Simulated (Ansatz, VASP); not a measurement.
# BaTiO3 in VASP and in Ansatz

```
CELL_PARAMETERS angstrom
0.00000 2.85798 -2.87415
-3.96333 0.00000 0.00000
0.00000 10.86032 6.32313
ATOMIC_POSITIONS crystal
Ba 0.25601 0.00000 0.91965
Ba 0.78934 0.00000 0.25299
Ba 0.52268 0.00000 0.58632
Ti 0.40297 0.50000 0.09151
Ti 0.13631 0.50000 0.42484
Ti 0.86964 0.50000 0.75817
O 0.44556 0.00000 0.08030
O 0.17890 0.00000 0.41363
O 0.91223 0.00000 0.74697
O 0.95476 0.50000 0.08154
O 0.68809 0.50000 0.41488
O 0.42142 0.50000 0.74821
O 0.31121 0.50000 0.24357
O 0.04455 0.50000 0.57690
O 0.77788 0.50000 0.91024
```

Alike in both runs: task single point; functional r2SCAN; k mesh 6 × 6 × 2; occupations gaussian, width 0.05 eV; no spin polarisation.

|  | VASP | Ansatz |
| --- | --- | --- |
| version | VASP 6.6.1 | Ansatz 0.2.0 |
| potentials or method | VASP PAW PBE potentials, release 64 (Ba_sv, Ti_sv, O), cutoff 520 eV | scalar-relativistic, plane waves, PAW |
| valence electrons in the cell | 120 | 120 |

|  | VASP | Ansatz | Ansatz less VASP |
| --- | --- | --- | --- |
| gap on the k mesh at the Fermi level (eV) | 2.29 | 2.28 | -0.013 |
| least direct gap on the mesh (eV) | 2.69 | 2.65 | -0.032 |
| pressure (GPa) | 3.8 | 1.8 | -2.09 |
| traceless stress, the component that is largest in VASP (GPa) | 7.65 | 7.00 | -0.653 |
| rms of the force components (eV/Å) | 0.786 | 0.741 | -0.0450 |

VASP's potentials were made for PBE, not for r2SCAN. Atom by atom the forces differ by 0.101 eV/Å (rms over components).

Spin-orbit coupling is off throughout.
